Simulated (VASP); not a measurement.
SnO2:

```xyz
6
Lattice="4.7880 0.0000 0.0000 0.0000 4.8666 0.0000 0.0000 0.0000 3.2409" Properties=species:S:1:pos:R:3 pbc="T T T"
Sn    2.3940    2.4333    1.6204
Sn    0.0000    0.0000    0.0000
O     1.3974    1.5624    0.0000
O     3.7914    0.8709    1.6204
O     0.9966    3.9957    1.6204
O     3.3906    3.3042    0.0000
```

```yaml
Program: VASP 6.6.1
Task: relaxation of cell and atoms
Functional: LDA
Potentials_or_basis: VASP PAW LDA potentials, release 64 (Sn_d, O)
Cutoff: 600 eV
k_mesh: 6 × 4 × 6
Occupations: gaussian, width 0.01 eV
Spin: no spin polarisation
```

At the start: pressure -10.6 GPa; volume 12.59 Å³/atom.

**Question.** How do energy, volume and symmetry change on relaxing?

**Answer.** Over 21 steps the energy falls by 26.4 meV/atom and the volume is 11.90 Å³/atom (-5.4 %); space group Pnnm (No. 58, to 0.1 Å) before, P4_2/mnm (No. 136, to 0.1 Å).

The path:
```csv
step,energy change (eV),largest force (eV/Å),pressure (GPa),volume (Å³)
1,0.0000,0.1516,-10.59,75.52
2,0.1027,0.5772,17.38,66.79
3,-0.1427,0.1589,-0.30,71.54
4,-0.1428,0.1640,-0.07,71.46
5,-0.1486,0.0548,0.10,71.23
6,-0.1487,0.0639,0.12,71.20
7,-0.1494,0.0545,-0.07,71.27
8,-0.1499,0.0516,-0.42,71.39
9,-0.1503,0.0536,-0.28,71.35
10,-0.1510,0.0694,0.14,71.22
11,-0.1508,0.1210,1.00,70.98
12,-0.1512,0.0889,0.50,71.12
13,-0.1516,0.0854,0.48,71.13
14,-0.1527,0.0756,0.44,71.16
15,-0.1546,0.0552,0.35,71.21
16,-0.1572,0.0178,0.12,71.32
17,-0.1573,0.0666,-0.52,71.53
18,-0.1581,0.0286,-0.19,71.43
19,-0.1582,0.0079,0.28,71.31
20,-0.1583,0.0062,0.11,71.35
21,-0.1583,0.0046,-0.03,71.41
```

Final structure:
```yaml
crystal:
  lattice:
    - [4.72844, 0.00000, 0.00000]
    - [0.00000, 4.72553, 0.00000]
    - [0.00000, 0.00000, 3.19588]
  atoms:
    - { symbol: Sn, position: [0.50000, 0.50000, 0.50000] }
    - { symbol: Sn, position: [0.00000, 0.00000, 0.00000] }
    - { symbol: O, position: [0.30605, 0.30609, 0.00000] }
    - { symbol: O, position: [0.80605, 0.19391, 0.50000] }
    - { symbol: O, position: [0.19395, 0.80609, 0.50000] }
    - { symbol: O, position: [0.69395, 0.69391, 0.00000] }
```
